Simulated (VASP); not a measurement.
# Ge (P4_32_12) in VASP: notebook

Ge is run at these levels: PBE; tasks: relaxation of cell and atoms, single point.

Program: VASP 6.6.1. These are calculated values, not measurements. Logs are shortened: lines on timing, memory, paths and dates and some standing lists are left out, and cuts for length are marked.

**The experiment to reproduce.**

From “Properties of the exotic metastable ST12 germanium allotrope”, 2017, pmc:5216117, for a powder of Ge: band gap 0.74 ± 0.02 eV (optical).

The results are compared with them further down.

### Step 1. The cell of the first run

It takes space group P4_32_12 (No. 96, tetragonal). Conventional cell: a = 5.930 Å, b = 5.930 Å, c = 6.980 Å, α = 90.00°, β = 90.00°, γ = 90.00°. Ge (site symmetry 2) has 4 Ge at 2.48 to 2.49 Å within 3.3 Å. Ge (site symmetry 1) has 4 Ge at 2.48 to 2.49 Å within 3.3 Å.

### Step 2. Relaxation of cell and atoms, PBE

Contents of INCAR:

```
  PREC = Accurate
  ENCUT = 500
  EDIFF = 1E-7
  ISMEAR = -1
  SIGMA = 0.05
  LREAL = False
  LASPH = True
  NELM = 120
  ALGO = Normal
  ISIF = 3
  LWAVE = False
  LCHARG = False
  GGA = PE
  IBRION = 2
  NSW = 80
  EDIFFG = -0.01
  GGA_COMPAT = False
  NELMIN = 4
```

Contents of KPOINTS:

```
regular mesh
0
Gamma
  3 3 3
```

Contents of POSCAR:

```
Ge
1.0
    5.9300000000      0.0000000000      0.0000000000
    0.0000000000      5.9300000000      0.0000000000
    0.0000000000      0.0000000000      6.9800000000
Ge
12
Direct
    0.0912000000      0.0912000000      0.0000000000
    0.4088000000      0.5912000000      0.7500000000
    0.9088000000      0.9088000000      0.5000000000
    0.5912000000      0.4088000000      0.2500000000
    0.1730000000      0.3784000000      0.2486000000
    0.1216000000      0.6730000000      0.9986000000
    0.8270000000      0.6216000000      0.7486000000
    0.8784000000      0.3270000000      0.4986000000
    0.6730000000      0.1216000000      0.0014000000
    0.6216000000      0.8270000000      0.2514000000
    0.3270000000      0.8784000000      0.5014000000
    0.3784000000      0.1730000000      0.7514000000
```

Potentials or basis: VASP PAW PBE potentials, release 64 (Ge_d).

Run with:

```console
$ cat potpaw_PBE.64/Ge_d/POTCAR > POTCAR
$ mpirun -np 1 vasp_std > vasp.out
```

OUTCAR:

```text
PREC = Accurate
   ENCUT = 500
   EDIFF = 1E-7
   ISMEAR = -1
   LREAL = False
   LASPH = True
   NELM = 120
   ISIF = 3
   GGA = PE
   IBRION = 2
   NSW = 80
   EDIFFG = -0.01
   NELMIN = 4

 ion  position               nearest neighbor table
   1  0.091  0.091  0.000-   5 2.48  12 2.48   9 2.49   6 2.49
   2  0.409  0.591  0.750-   6 2.48  11 2.48   7 2.49  12 2.49
   3  0.909  0.909  0.500-   7 2.48  10 2.48   8 2.49  11 2.49
   4  0.591  0.409  0.250-   8 2.48   9 2.48   5 2.49  10 2.49
   5  0.173  0.378  0.249-   1 2.48   4 2.49   6 2.49   8 2.49
   6  0.122  0.673  0.999-   2 2.48   1 2.49   5 2.49   7 2.49
   7  0.827  0.622  0.749-   3 2.48   2 2.49   6 2.49   8 2.49
   8  0.878  0.327  0.499-   4 2.48   3 2.49   5 2.49   7 2.49
   9  0.673  0.122  0.001-   4 2.48   1 2.49  10 2.49  12 2.49
  10  0.622  0.827  0.251-   3 2.48   4 2.49   9 2.49  11 2.49
  11  0.327  0.878  0.501-   2 2.48   3 2.49  10 2.49  12 2.49
  12  0.378  0.173  0.751-   1 2.48   2 2.49   9 2.49  11 2.49

  LATTYP: Found a simple tetragonal cell.
 ALAT       =     5.9300000000
 C/A-ratio  =     1.1770657673

  Lattice vectors:

 A1 = (   5.9300000000,   0.0000000000,   0.0000000000)
 A2 = (   0.0000000000,   5.9300000000,   0.0000000000)
 A3 = (   0.0000000000,   0.0000000000,   6.9800000000)

Analysis of symmetry for initial positions (statically):
=====================================================================
 Subroutine PRICEL returns:
 Original cell was already a primitive cell.

 Routine SETGRP: Setting up the symmetry group for a
 simple tetragonal supercell.

 Subroutine GETGRP returns: Found  8 space group operations
 (whereof  2 operations were pure point group operations)
 out of a pool of 16 trial point group operations.

The static configuration has the point symmetry C_2 .
 The point group associated with its full space group is D_4 .

Analysis of symmetry for dynamics (positions and initial velocities):
=====================================================================
 Subroutine PRICEL returns:
 Original cell was already a primitive cell.

 Routine SETGRP: Setting up the symmetry group for a
 simple tetragonal supercell.

 Subroutine GETGRP returns: Found  8 space group operations
 (whereof  2 operations were pure point group operations)
 out of a pool of 16 trial point group operations.

The dynamic configuration has the point symmetry C_2 .
 The point group associated with its full space group is D_4 .

 Subroutine INISYM returns: Found  8 space group operations
 (whereof  2 operations are pure point group operations),
 and found     1 'primitive' translations

----------------------------------------------------------------------------------------

                                     Primitive cell

  volume of cell :     245.4510

  direct lattice vectors                    reciprocal lattice vectors
     5.930000000  0.000000000  0.000000000     0.168634064  0.000000000  0.000000000
     0.000000000  5.930000000  0.000000000     0.000000000  0.168634064  0.000000000
     0.000000000  0.000000000  6.980000000     0.000000000  0.000000000  0.143266476

  length of vectors
     5.930000000  5.930000000  6.980000000     0.168634064  0.168634064  0.143266476

  position of ions in fractional coordinates (direct lattice)
     0.091200000  0.091200000  0.000000000
     0.408800000  0.591200000  0.750000000
     0.908800000  0.908800000  0.500000000
     0.591200000  0.408800000  0.250000000
     0.173000000  0.378400000  0.248600000
     0.121600000  0.673000000  0.998600000
     0.827000000  0.621600000  0.748600000
     0.878400000  0.327000000  0.498600000
     0.673000000  0.121600000  0.001400000
     0.621600000  0.827000000  0.251400000
     0.327000000  0.878400000  0.501400000
     0.378400000  0.173000000  0.751400000

  ion indices of the primitive-cell ions
   primitive index   ion index
                 1           1
                 2           2
                 3           3
                 4           4
                 5           5
                 6           6
                 7           7
                 8           8
                 9           9
                10          10
                11          11
                12          12

----------------------------------------------------------------------------------------

 KPOINTS: regular mesh

Automatic generation of k-mesh.
 Grid dimensions read from file:
 generate k-points for:    3    3    3

 Generating k-lattice:

  Cartesian coordinates                     Fractional coordinates (reciprocal lattice)
     0.056211355  0.000000000  0.000000000     0.333333333  0.000000000  0.000000000
     0.000000000  0.056211355  0.000000000     0.000000000  0.333333333  0.000000000
     0.000000000  0.000000000  0.047755492     0.000000000  0.000000000  0.333333333

  Length of vectors
     0.056211355  0.056211355  0.047755492

[... 44 lines left out ...]
   PSTRESS=    0.0 pullay stress
   NELECT =     168.0000    total number of electrons
   NUPDOWN=      -1.0000    fix difference up-down
   EMIN   =  10.00;   EMAX   =-10.00  energy-range for DOS
   EFERMI =   0.00;   METHOD = LEGACY
   ISMEAR =    -1;   SIGMA  =   0.05  broadening in eV -4-tet -1-fermi 0-gaus
   EFERMI_NEDOS =   21; number of points for ismear=-14 and -15
   IALGO  =     38    algorithm
   IMIX   =      4    mixing-type and parameters
     AMIX     =   0.40;   BMIX     =  1.00
     AMIX_MAG =   1.60;   BMIX_MAG =  1.00
  volume/ion in A,a.u.               =      20.45       138.03
  Fermi-wavevector in a.u.,A,eV,Ry     =   1.442745  2.726393 28.320716  2.081514
  Thomas-Fermi vector in A             =   2.561231
   LORBIT       =      0    0 simple, 1 ext, 2 COOP (PROOUT), +10 PAW based schemes
   GGA     = PE    functional components
   LHFCALC =     F    Hartree Fock is set to
   AEXX    =    0.0000 exact exchange contribution
   IVDW    =     0    specifies the selected vdW correction
   LEPSILON=     F    determine dielectric tensor
   LRPA    =     F    only Hartree local field effects (RPA)
 conjugate gradient relaxation of ions
 non-spin polarized calculation
  energy-cutoff  :      500.00
  volume of cell :      245.45
 maximum number of plane-waves:      6240
 NGX is ok and might be reduce to    48
   NGX = 21   NGY = 21   NGZ = 25

--------------------------------------- Ionic step        1  -------------------------------------------

 number of electron     168.0000026 magnetization

 Free energy of the ion-electron system (eV)
  ---------------------------------------------------
  ext. energy  EPLUGINS =         0.00000000
  ---------------------------------------------------
  free energy    TOTEN  =       -52.24047794 eV

  energy without entropy =      -52.23906559  energy(sigma->0) =      -52.23977177

------------------------ aborting loop because EDIFF is reached ----------------------------------------

  FORCE on cell =-STRESS in cart. coord.  units (eV):
  Direction    XX          YY          ZZ          XY          YZ          ZX
  --------------------------------------------------------------------------------------
  -------------------------------------------------------------------------------------
  Total        4.7902907      4.7902907      7.8427039      0.0000000      0.0000000     -0.0000000
  in kB       31.2685431     31.2685431     51.1931190      0.0000000      0.0000000     -0.0000000
  external PRESSURE =      37.9100684 kB  Pullay stress =       0.0000000 kB
[... 119 lines left out ...]
  FREE ENERGIE OF THE ION-ELECTRON SYSTEM (eV)
  ---------------------------------------------------
  free  energy   TOTEN  =       -52.4166768950 eV

  energy  without entropy=      -52.4121842296  energy(sigma->0) =      -52.41443056

[... ionic steps 4 to 11 ...]

--------------------------------------- Ionic step       12  -------------------------------------------

 number of electron     168.0000104 magnetization

------------------------ aborting loop because EDIFF is reached ----------------------------------------

  FORCE on cell =-STRESS in cart. coord.  units (eV):
  Direction    XX          YY          ZZ          XY          YZ          ZX
  --------------------------------------------------------------------------------------
  -------------------------------------------------------------------------------------
  Total        0.0568117      0.0568117      0.0348626     -0.0000000     -0.0000000     -0.0000000
  in kB        0.3543107      0.3543107      0.2174232     -0.0000000     -0.0000000     -0.0000000
  external PRESSURE =       0.3086815 kB  Pullay stress =       0.0000000 kB
[... 77 lines left out ...]
  energy  without entropy=      -52.4417507327  energy(sigma->0) =      -52.44357608

--------------------------------------- Ionic step       14  -------------------------------------------

 number of electron     168.0000107 magnetization

 Free energy of the ion-electron system (eV)
  ---------------------------------------------------
  ext. energy  EPLUGINS =         0.00000000
  ---------------------------------------------------
  free energy    TOTEN  =       -52.44547135 eV

  energy without entropy =      -52.44177953  energy(sigma->0) =      -52.44362544

 E-fermi :   5.0801     XC(G=0): -10.4211

 val. band max:        4.8898050257   @ k =   0.3333   0.3333   0.0000
 cond. band min:       5.2623059486   @ k =   0.3333   0.3333   0.0000
 fundamental gap:      0.3725009228
 Fermi energy:         5.0801102040

 k-point     1 :       0.0000    0.0000    0.0000
  band No.  band energies     occupation
      1     -19.4368      2.00000
      2     -19.4147      2.00000
      3     -19.4147      2.00000
      4     -19.4017      2.00000
      5     -19.3991      2.00000
      6     -19.3991      2.00000
[... 583 lines left out ...]
     95       8.5352      0.00000
     96       8.8351      0.00000
 [bands above 96 left out]

------------------------ aborting loop because EDIFF is reached ----------------------------------------

  FORCE on cell =-STRESS in cart. coord.  units (eV):
  Direction    XX          YY          ZZ          XY          YZ          ZX
  --------------------------------------------------------------------------------------
  -------------------------------------------------------------------------------------
  Total       -0.0101476     -0.0101476     -0.0479849      0.0000000      0.0000000      0.0000000
  in kB       -0.0632432     -0.0632432     -0.2990567      0.0000000      0.0000000      0.0000000
  external PRESSURE =      -0.1418477 kB  Pullay stress =       0.0000000 kB
[... 27 lines left out ...]
  FREE ENERGIE OF THE ION-ELECTRON SYSTEM (eV)
  ---------------------------------------------------
  free  energy   TOTEN  =       -52.4454713508 eV

  energy  without entropy=      -52.4417795289  energy(sigma->0) =      -52.44362544

 reached required accuracy - stopping structural energy minimisation
```

Wall time 30 min (1 thread of Intel Xeon Platinum 8375C at 2.90GHz (Ice Lake), shared host); peak memory 0.39 GiB.

What came out:

* Free energy: -52.4455 eV
* Relaxed volume: 21.42 Å³/atom
* Relaxed cell: a = 5.997 Å, b = 5.997 Å, c = 7.149 Å, α = 90.00°, β = 90.00°, γ = 90.00°
* Space group after relaxing (to 0.1 Å): P4_32_12 (No. 96)
* Energy gained by relaxing: 17.1 meV/atom
* Ionic steps: 14
* Pressure after relaxing: 0.0 GPa
* Largest force after relaxing: 0.006 eV/Å
* Band gap on the k mesh: 0.37 eV

Forces on the atoms (eV/Å):
```
Ge   0.003  0.003  0.000
Ge  -0.003  0.003  0.000
Ge  -0.003 -0.003  0.000
Ge   0.003 -0.003  0.000
Ge  -0.001  0.001  0.005
Ge  -0.001 -0.001  0.005
Ge   0.001 -0.001  0.005
Ge   0.001  0.001  0.005
Ge  -0.001 -0.001 -0.005
Ge  -0.001  0.001 -0.005
Ge   0.001  0.001 -0.005
Ge   0.001 -0.001 -0.005
```

The path:
| step | energy change (eV) | largest force (eV/Å) | pressure (GPa) | volume (Å³) |
| --- | --- | --- | --- | --- |
| 1 | 0.0000 | 0.3279 | 3.79 | 245.45 |
| 2 | -0.1574 | 0.1480 | -1.18 | 263.04 |
| 3 | -0.1762 | 0.1209 | -0.09 | 258.43 |
| 4 | -0.1761 | 0.1209 | -0.19 | 258.70 |
| 5 | -0.1824 | 0.1090 | -0.09 | 258.46 |
| 6 | -0.1923 | 0.0790 | 0.04 | 257.75 |
| 7 | -0.1978 | 0.0583 | -0.05 | 257.78 |
| 8 | -0.1989 | 0.1144 | -0.07 | 257.81 |
| 9 | -0.2025 | 0.0799 | -0.05 | 257.43 |
| 10 | -0.2045 | 0.0331 | -0.02 | 256.93 |
| 11 | -0.2048 | 0.0190 | 0.02 | 256.88 |
| 12 | -0.2049 | 0.0121 | 0.03 | 256.90 |
| 13 | -0.2049 | 0.0115 | 0.03 | 256.90 |
| 14 | -0.2050 | 0.0057 | -0.01 | 257.08 |

Final structure:
```cif
data_structure
_symmetry_space_group_name_H-M 'P 1'
_symmetry_Int_Tables_number 1
_cell_length_a 5.9968
_cell_length_b 5.9968
_cell_length_c 7.1487
_cell_angle_alpha 90.000
_cell_angle_beta 90.000
_cell_angle_gamma 90.000
_cell_volume 257.08
loop_
_atom_site_label
_atom_site_type_symbol
_atom_site_fract_x
_atom_site_fract_y
_atom_site_fract_z
_atom_site_occupancy
Ge1 Ge 0.08803 0.08803 0.00000 1
Ge2 Ge 0.41197 0.58803 0.75000 1
Ge3 Ge 0.91197 0.91197 0.50000 1
Ge4 Ge 0.58803 0.41197 0.25000 1
Ge5 Ge 0.17107 0.37135 0.25483 1
Ge6 Ge 0.12865 0.67107 0.00483 1
Ge7 Ge 0.82893 0.62865 0.75483 1
Ge8 Ge 0.87135 0.32893 0.50483 1
Ge9 Ge 0.67107 0.12865 0.99517 1
Ge10 Ge 0.62865 0.82893 0.24517 1
Ge11 Ge 0.32893 0.87135 0.49517 1
Ge12 Ge 0.37135 0.17107 0.74517 1
```

Caveat: an odd mesh through Γ misses points on the zone boundary, where band edges can lie.

### Step 3. Single point, PBE

This run uses another cell than the first one, of 21.46 Å³/atom.

Contents of INCAR:

```
SYSTEM = Ge
PREC = Accurate ; ENCUT = 520
EDIFF = 1E-6 ; ISMEAR = -1
SIGMA = 0.05 ; LREAL = .False.
LASPH = .True. ; NELM = 60
ALGO = Normal ; ISIF = 2
LWAVE = .False. ; LCHARG = .False.
GGA = PE ; NBANDS = 96
```

Contents of KPOINTS:

```
Automatic mesh
0
Gamma
  3 3 3
  0 0 0
```

Contents of POSCAR:

```
Ge
1.0
    5.9999379686      0.0000000000      0.0000000000
    0.0000000000      5.9999379686      0.0000000000
    0.0000000000      0.0000000000      7.1524967208
Ge
12
Direct
    0.0882476906      0.0882476906      1.0000000000
    0.4117523094      0.5882476906      0.7500000000
    0.9117523094      0.9117523094      0.5000000000
    0.5882476906      0.4117523094      0.2500000000
    0.1711649451      0.3714068805      0.2550264437
    0.1285931195      0.6711649451      0.0050264437
    0.8288350549      0.6285931195      0.7550264437
    0.8714068805      0.3288350549      0.5050264437
    0.6711649451      0.1285931195      0.9949735563
    0.6285931195      0.8288350549      0.2449735563
    0.3288350549      0.8714068805      0.4949735563
    0.3714068805      0.1711649451      0.7449735563
```

Potentials or basis: VASP PAW PBE potentials, release 64 (Ge_d).

Run with:

```console
$ cat potpaw_PBE.64/Ge_d/POTCAR > POTCAR
$ mpirun -np 1 vasp_std > vasp.out
```

Wall time 6.2 min (1 thread of Intel Xeon 8259CL, shared host); peak memory 0.38 GiB.

Results (log left out):

```yaml
Free_energy: -52.4587 eV
Pressure: -0.1 GPa
Band_gap_on_the_k_mesh: 0.37 eV
```

Levels at points of the mesh, in eV from the valence-band top:
| k point | band 82 | band 83 | band 84 | band 85 | band 86 | band 87 |
| --- | --- | --- | --- | --- | --- | --- |
| (0.00, 0.00, 0.00) | -0.89 | -0.89 | -0.26 | 1.39 | 1.67 | 1.67 |

Caveat: an odd mesh through Γ misses points on the zone boundary, where band edges can lie.

### Step 4. Single point, PBE

This run uses another cell than the first one, of 21.46 Å³/atom.

Contents of INCAR:

```
SYSTEM = Ge
ALGO = Normal
EDIFF = 1E-6
ENCUT = 500
GGA = PE
GGA_COMPAT = .False.
ISIF = 2
ISMEAR = -1
LASPH = .True.
LCHARG = .False.
LREAL = .False.
LWAVE = .False.
NBANDS = 96
NELM = 120
PREC = Accurate
SIGMA = 0.05
```

Contents of KPOINTS:

```
k-points
0
Gamma
  5 5 4
  0 0 0
```

POSCAR is that of step 3.

Run with:

```console
$ cat potpaw_PBE.64/Ge_d/POTCAR > POTCAR
$ mpirun -np 1 vasp_std > vasp.out
```

It took 11 min on 1 thread of AMD EPYC 7R43 (Zen 3), shared host; peak memory 0.46 GiB.

The run converged. Its results:

* Free energy: -52.4460 eV
* Pressure: -0.1 GPa
* Largest force: 0.109 eV/Å
* Band gap on the k mesh: 0.59 eV (least direct gap 0.62 eV)

Forces on the atoms (eV/Å):
```
Ge   0.040  0.040  0.000
Ge  -0.040  0.040  0.000
Ge  -0.040 -0.040  0.000
Ge   0.040 -0.040  0.000
Ge  -0.006 -0.068 -0.084
Ge   0.068 -0.006 -0.084
Ge   0.006  0.068 -0.084
Ge  -0.068  0.006 -0.084
Ge  -0.006  0.068  0.084
Ge   0.068  0.006  0.084
Ge   0.006 -0.068  0.084
Ge  -0.068 -0.006  0.084
```

Stress tensor (GPa, compression positive):
```
 0.30  0.00  0.00
 0.00  0.30  0.00
 0.00  0.00 -0.90
```

Levels at points of the mesh, in eV from the valence-band top:
```csv
k point,band 80,band 81,band 82,band 83,band 84,band 85,band 86,band 87,band 88,band 89
"(0.00, 0.00, 0.00)",-1.65,-0.89,-0.84,-0.84,-0.21,1.44,1.72,1.72,2.61,3.19
"(0.00, 0.00, 0.50)",-1.75,-1.08,-1.08,-0.62,-0.62,0.75,0.75,1.58,1.58,3.32
```

Caveat: an odd mesh through Γ misses points on the zone boundary, where band edges can lie.

### Step 5. Summary

| task | cell | k mesh | cutoff (eV) | gap on the mesh (eV) | pressure (GPa) | largest force (eV/Å) |
| --- | --- | --- | --- | --- | --- | --- |
| relaxation of cell and atoms | relaxed from a = 5.930, b = 5.930, c = 6.980 Å, 12 atoms, atomic positions A | 3 × 3 × 3 | 500 | 0.37 | 0.0 | 0.01 |
| single point | a = 6.000, b = 6.000, c = 7.152 Å, 12 atoms, atomic positions B | 3 × 3 × 3 | 520 | 0.37 | -0.1 | - |
| single point | a = 6.000, b = 6.000, c = 7.152 Å, 12 atoms, atomic positions B | 5 × 5 × 4 | 500 | 0.59 | -0.1 | 0.11 |

Alike in all rows: level PBE; potentials or basis VASP PAW PBE potentials, release 64 (Ge_d); no spin polarisation; smearing fermi-dirac 0.05 eV.

Caveats: an odd mesh through Γ misses points on the zone boundary, where band edges can lie.

Absolute energies hang on the potentials; compare differences alone.

### Step 6. Comparison with measurements

Step 3. A measured gap of Ge is 0.74 eV (optical; powder; “Properties of the exotic metastable ST12 germanium allotrope”, 2017, pmc:5216117); the calculated 0.37 eV misses it by -0.37 eV. Spin-orbit coupling on Ge is left out. The value is that of PBE on a finite k mesh, which can miss the band edges, without temperature or zero-point motion. Semilocal functionals fall short of measured gaps as a rule.
